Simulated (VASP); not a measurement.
# Sn (Fd-3m) in VASP: further runs

The runs below take Sn through relaxation of cell and atoms, single point, with LDA.

All numbers are computed with VASP 6.6.1; they aren't measurements. Logs are shortened: lines on timing, memory, paths and dates and some standing lists are left out, and cuts for length are marked.

## Step 1: The cell of the first run

The structure is cubic, space group Fd-3m (No. 227). The conventional cell has a = 6.491 Å, b = 6.491 Å, c = 6.491 Å, α = 90.00°, β = 90.00°, γ = 90.00°. Sn (site symmetry -43m) has 4 Sn at 2.81 Å within 3.7 Å.

This isn't the form of Sn at room conditions, which is tetragonal (white tin).

## Step 2: Relaxation of cell and atoms, LDA

INCAR

```
SYSTEM = Sn
PREC = Accurate
ENCUT = 600
EDIFF = 1E-6
ISMEAR = -1
SIGMA = 0.1
LREAL = .False.
LASPH = .True.
NELM = 80
ALGO = Normal
ISIF = 3
LWAVE = .False.
LCHARG = .False.
IBRION = 2
NSW = 80
EDIFFG = -0.01
```

KPOINTS

```
regular mesh
0
Gamma
  9 9 9
  0 0 0
```

POSCAR

```
Sn
1.0
    0.0000000000      3.2456000000      3.2456000000
    3.2456000000      0.0000000000      3.2456000000
    3.2456000000      3.2456000000      0.0000000000
Sn
2
Direct
    0.5000000000      0.5000000000      0.5000000000
    0.7500000000      0.7500000000      0.7500000000
```

Potentials or basis: VASP PAW LDA potentials, release 64 (Sn_d).

Command:

```console
> cat potpaw_LDA.64/Sn_d/POTCAR > POTCAR
> mpirun -np 1 vasp_std > vasp.out
```

OUTCAR:

```text
SYSTEM = Sn
   PREC = Accurate
   ENCUT = 600
   EDIFF = 1E-6
   ISMEAR = -1
   LREAL = .False.
   LASPH = .True.
   NELM = 80
   ISIF = 3
   IBRION = 2
   NSW = 80
   EDIFFG = -0.01

 ion  position               nearest neighbor table
   1  0.500  0.500  0.500-   2 2.81   2 2.81   2 2.81   2 2.81
   2  0.750  0.750  0.750-   1 2.81   1 2.81   1 2.81   1 2.81

  LATTYP: Found a face centered cubic cell.
 ALAT       =     6.4912000000

  Lattice vectors:

 A1 = (   0.0000000000,   3.2456000000,   3.2456000000)
 A2 = (   3.2456000000,   0.0000000000,   3.2456000000)
 A3 = (   3.2456000000,   3.2456000000,   0.0000000000)

Analysis of symmetry for initial positions (statically):
=====================================================================
 Subroutine PRICEL returns:
 Original cell was already a primitive cell.

 Routine SETGRP: Setting up the symmetry group for a
 face centered cubic supercell.

 Subroutine GETGRP returns: Found 48 space group operations
 (whereof 24 operations were pure point group operations)
 out of a pool of 48 trial point group operations.

The static configuration has the point symmetry T_d .
 The point group associated with its full space group is O_h .

Analysis of symmetry for dynamics (positions and initial velocities):
=====================================================================
 Subroutine PRICEL returns:
 Original cell was already a primitive cell.

 Routine SETGRP: Setting up the symmetry group for a
 face centered cubic supercell.

 Subroutine GETGRP returns: Found 48 space group operations
 (whereof 24 operations were pure point group operations)
 out of a pool of 48 trial point group operations.

The dynamic configuration has the point symmetry T_d .
 The point group associated with its full space group is O_h .

 Subroutine INISYM returns: Found 48 space group operations
 (whereof 24 operations are pure point group operations),
 and found     1 'primitive' translations

----------------------------------------------------------------------------------------

                                     Primitive cell

  volume of cell :      68.3778

  direct lattice vectors                    reciprocal lattice vectors
     0.000000000  3.245600000  3.245600000    -0.154054720  0.154054720  0.154054720
     3.245600000  0.000000000  3.245600000     0.154054720 -0.154054720  0.154054720
     3.245600000  3.245600000  0.000000000     0.154054720  0.154054720 -0.154054720

  length of vectors
     4.589971538  4.589971538  4.589971538     0.266830603  0.266830603  0.266830603

  position of ions in fractional coordinates (direct lattice)
     0.500000000  0.500000000  0.500000000
     0.750000000  0.750000000  0.750000000

  ion indices of the primitive-cell ions
   primitive index   ion index
                 1           1
                 2           2

----------------------------------------------------------------------------------------

 KPOINTS: regular mesh

Automatic generation of k-mesh.
 Grid dimensions read from file:
 generate k-points for:    9    9    9

 Generating k-lattice:

  Cartesian coordinates                     Fractional coordinates (reciprocal lattice)
    -0.017117191  0.017117191  0.017117191     0.111111111  0.000000000  0.000000000
     0.017117191 -0.017117191  0.017117191     0.000000000  0.111111111  0.000000000
     0.017117191  0.017117191 -0.017117191     0.000000000  0.000000000  0.111111111

  Length of vectors
     0.029647845  0.029647845  0.029647845

  Shift w.r.t. Gamma in fractional coordinates (k-lattice)
     0.000000000  0.000000000  0.000000000

 Subroutine IBZKPT returns following result:
 ===========================================

 Found     35 irreducible k-points:

 Following reciprocal coordinates:
            Coordinates               Weight
  0.000000  0.000000  0.000000      1.000000
  0.111111  0.000000  0.000000      8.000000
  0.222222  0.000000  0.000000      8.000000
  0.333333  0.000000  0.000000      8.000000
  0.444444  0.000000  0.000000      8.000000
  0.111111  0.111111  0.000000      6.000000
[... 16 lines left out ...]
 -0.333333  0.333333  0.000000     12.000000
  0.444444  0.444444  0.000000      6.000000
 [... further k-points ...]
   k-points           NKPTS =     35   k-points in BZ     NKDIM =     35   number of bands    NBANDS=     18
   number of dos      NEDOS =    301   number of ions     NIONS =      2
   total plane-waves  NPLWV =  64000
   dimension x,y,z NGX =    40 NGY =   40 NGZ =   40
   dimension x,y,z NGXF=    80 NGYF=   80 NGZF=   80
   ions per type =               2
   NGX,Y,Z   is equivalent  to a cutoff of  14.49, 14.49, 14.49 a.u.
   NGXF,Y,Z  is equivalent  to a cutoff of  28.98, 28.98, 28.98 a.u.
 SYSTEM =  Sn
   PREC   = accura    normal or accurate (medium, high low for compatibility)
   ISTART =      0    job   : 0-new  1-cont  2-samecut
   ICHARG =      2    charge: 1-file 2-atom 10-const
   ISPIN  =      1    spin polarized calculation?
   LNONCOLLINEAR =      F non collinear calculations
   LSORBIT =      F    spin-orbit coupling
   LASPH  =      T    aspherical Exc in radial PAW
   ENCUT  =  600.0 eV  44.10 Ry    6.64 a.u.   9.17  9.17  9.17*2*pi/ulx,y,z
   NELM   =     80;   NELMIN=  2; NELMDL= -5     # of ELM steps
   EDIFF  = 0.1E-05   stopping-criterion for ELM
   LREAL  =      F    real-space projection
   EDIFFG = -.1E-01   stopping-criterion for IOM
   NSW    =     80    number of steps for IOM
   IBRION =      2    ionic relax: 0-MD 1-quasi-New 2-CG
   NFREE  =      1    steps in history (QN), initial steepest desc. (CG)
   ISIF   =      3    stress and relaxation
   ISYM   =      2    0-nonsym 1-usesym 2-fastsym
   POTIM  = 0.5000    time-step for ionic-motion
   TEBEG  =    0.0;   TEEND  =   0.0 temperature during run
   PSTRESS=    0.0 pullay stress
   NELECT =      28.0000    total number of electrons
   NUPDOWN=      -1.0000    fix difference up-down
   EMIN   =  10.00;   EMAX   =-10.00  energy-range for DOS
   EFERMI =   0.00;   METHOD = LEGACY
   ISMEAR =    -1;   SIGMA  =   0.10  broadening in eV -4-tet -1-fermi 0-gaus
   EFERMI_NEDOS =   21; number of points for ismear=-14 and -15
   IALGO  =     38    algorithm
   IMIX   =      4    mixing-type and parameters
     AMIX     =   0.40;   BMIX     =  1.00
     AMIX_MAG =   1.60;   BMIX_MAG =  1.00
  volume/ion in A,a.u.               =      34.19       230.72
  Fermi-wavevector in a.u.,A,eV,Ry     =   1.215689  2.297319 20.108049  1.477900
  Thomas-Fermi vector in A             =   2.351068
   LORBIT       =      0    0 simple, 1 ext, 2 COOP (PROOUT), +10 PAW based schemes
   GGA     = CA    functional components
   LHFCALC =     F    Hartree Fock is set to
   AEXX    =    0.0000 exact exchange contribution
   IVDW    =     0    specifies the selected vdW correction
   LEPSILON=     F    determine dielectric tensor
   LRPA    =     F    only Hartree local field effects (RPA)
 conjugate gradient relaxation of ions
 non-spin polarized calculation
  energy-cutoff  :      600.00
  volume of cell :       68.38
 maximum number of plane-waves:      2301
 NGX is ok and might be reduce to    40
   NGX = 19   NGY = 19   NGZ = 19

--------------------------------------- Ionic step        1  -------------------------------------------

 number of electron      28.0000005 magnetization

 Free energy of the ion-electron system (eV)
  ---------------------------------------------------
  ext. energy  EPLUGINS =         0.00000000
  ---------------------------------------------------
  free energy    TOTEN  =        -8.94169141 eV

  energy without entropy =       -8.93370247  energy(sigma->0) =       -8.93769694

------------------------ aborting loop because EDIFF is reached ----------------------------------------

  FORCE on cell =-STRESS in cart. coord.  units (eV):
  Direction    XX          YY          ZZ          XY          YZ          ZX
  --------------------------------------------------------------------------------------
  -------------------------------------------------------------------------------------
  Total       -0.1215039     -0.1215039     -0.1215039     -0.0000000     -0.0000000      0.0000000
  in kB       -2.8469903     -2.8469903     -2.8469903     -0.0000000     -0.0000000      0.0000000
  external PRESSURE =      -2.8469903 kB  Pullay stress =       0.0000000 kB

 VOLUME and BASIS-vectors are now :
 -----------------------------------------------------------------------------
  energy-cutoff  :      600.00
  volume of cell :       68.38
      direct lattice vectors                 reciprocal lattice vectors
     0.000000000  3.245600000  3.245600000    -0.154054720  0.154054720  0.154054720
     3.245600000  0.000000000  3.245600000     0.154054720 -0.154054720  0.154054720
     3.245600000  3.245600000  0.000000000     0.154054720  0.154054720 -0.154054720
[... 37 lines left out ...]
 POSITION                                       TOTAL-FORCE (eV/Angst)
 -----------------------------------------------------------------------------------
      3.23609      3.23609      3.23609        -0.000000      0.000000      0.000000
      4.85413      4.85413      4.85413         0.000000     -0.000000     -0.000000
 -----------------------------------------------------------------------------------
    total drift:                               -0.000000     -0.000000      0.000000

  FREE ENERGIE OF THE ION-ELECTRON SYSTEM (eV)
  ---------------------------------------------------
  free  energy   TOTEN  =        -8.9419737073 eV

  energy  without entropy=       -8.9342277667  energy(sigma->0) =       -8.93810074

--------------------------------------- Ionic step        3  -------------------------------------------

 number of electron      28.0000005 magnetization

 Free energy of the ion-electron system (eV)
  ---------------------------------------------------
  ext. energy  EPLUGINS =         0.00000000
  ---------------------------------------------------
  free energy    TOTEN  =        -8.94204349 eV

  energy without entropy =       -8.93421904  energy(sigma->0) =       -8.93813127

 E-fermi :   5.3963     XC(G=0):  -9.2171

 val. band max:        5.3507001150   @ k =   0.4444   0.0000   0.0000
 cond. band min:       5.5048573801   @ k =   0.3333   0.0000   0.0000
 fundamental gap:      0.1541572652
 Fermi energy:         5.3963382174

 k-point     1 :       0.0000    0.0000    0.0000
  band No.  band energies     occupation
      1     -16.2022      2.00000
      2     -16.2022      2.00000
      3     -16.2022      2.00000
      4     -16.1398      2.00000
      5     -16.1398      2.00000
      6     -15.8233      2.00000
[... 10 lines left out ...]
     17       7.5697      0.00000
     18       7.5697      0.00000
[... 463 lines left out ...]
 k-point    24 :       0.4444    0.4444    0.0000
  band No.  band energies     occupation
      1     -16.2533      2.00000
      2     -16.2533      2.00000
      3     -16.1446      2.00000
      4     -16.0839      2.00000
      5     -16.0028      2.00000
      6     -15.9460      2.00000
[... 10 lines left out ...]
     17      12.8135      0.00000
     18      12.8135      0.00000

 [... further k-points ...]

------------------------ aborting loop because EDIFF is reached ----------------------------------------

  FORCE on cell =-STRESS in cart. coord.  units (eV):
  Direction    XX          YY          ZZ          XY          YZ          ZX
  --------------------------------------------------------------------------------------
  -------------------------------------------------------------------------------------
  Total       -0.0008149     -0.0008149     -0.0008149     -0.0000000      0.0000000     -0.0000000
  in kB       -0.0192099     -0.0192099     -0.0192099     -0.0000000      0.0000000     -0.0000000
  external PRESSURE =      -0.0192099 kB  Pullay stress =       0.0000000 kB

 VOLUME and BASIS-vectors are now :
 -----------------------------------------------------------------------------
  energy-cutoff  :      600.00
  volume of cell :       67.97
      direct lattice vectors                 reciprocal lattice vectors
    -0.000000000  3.239122703  3.239122703    -0.154362785  0.154362785  0.154362785
     3.239122703 -0.000000000  3.239122703     0.154362785 -0.154362785  0.154362785
     3.239122703  3.239122703  0.000000000     0.154362785  0.154362785 -0.154362785

 POSITION                                       TOTAL-FORCE (eV/Angst)
 -----------------------------------------------------------------------------------
      3.23912      3.23912      3.23912        -0.000000     -0.000000      0.000000
      4.85868      4.85868      4.85868         0.000000      0.000000     -0.000000
 -----------------------------------------------------------------------------------
    total drift:                               -0.000000     -0.000000      0.000000

  FREE ENERGIE OF THE ION-ELECTRON SYSTEM (eV)
  ---------------------------------------------------
  free  energy   TOTEN  =        -8.9420434894 eV

  energy  without entropy=       -8.9342190445  energy(sigma->0) =       -8.93813127

 reached required accuracy - stopping structural energy minimisation
```

Wall time 49 s (1 thread of Intel Xeon 6975P-C (Granite Rapids), shared host); peak memory 0.2 GiB.

What came out:

```yaml
Free_energy: -8.9420 eV
Relaxed_volume: 33.98 Å³/atom
Relaxed_cell: a = 4.581 Å, b = 4.581 Å, c = 4.581 Å, α = 60.00°, β = 60.00°, γ = 60.00°
Space_group_after_relaxing_to_0.1_Å: Fd-3m (No. 227)
Energy_gained_by_relaxing: 0.2 meV/atom
Ionic_steps: 3
Pressure_after_relaxing: 0.0 GPa
Band_gap_on_the_k_mesh: zero (bands 14 and 15 overlap by 0.16 eV)
```

Step by step:
| step | energy change (eV) | largest force (eV/Å) | pressure (GPa) | volume (Å³) |
| --- | --- | --- | --- | --- |
| 1 | 0.0000 | 0.0000 | -0.28 | 68.38 |
| 2 | -0.0003 | 0.0000 | 0.13 | 67.78 |
| 3 | -0.0004 | 0.0000 | 0.00 | 67.97 |

Final structure:
```
Sn
1.0
     0.00000    3.23912    3.23912
     3.23912    0.00000    3.23912
     3.23912    3.23912    0.00000
Sn
2
Cartesian
  3.2391 3.2391 3.2391
  4.8587 4.8587 4.8587
```

Caveat: spin-orbit coupling is left out, which moves the levels of the heavy elements. Zero-point motion and thermal expansion aren't in these numbers.

(Continued in part 2 of 2.)
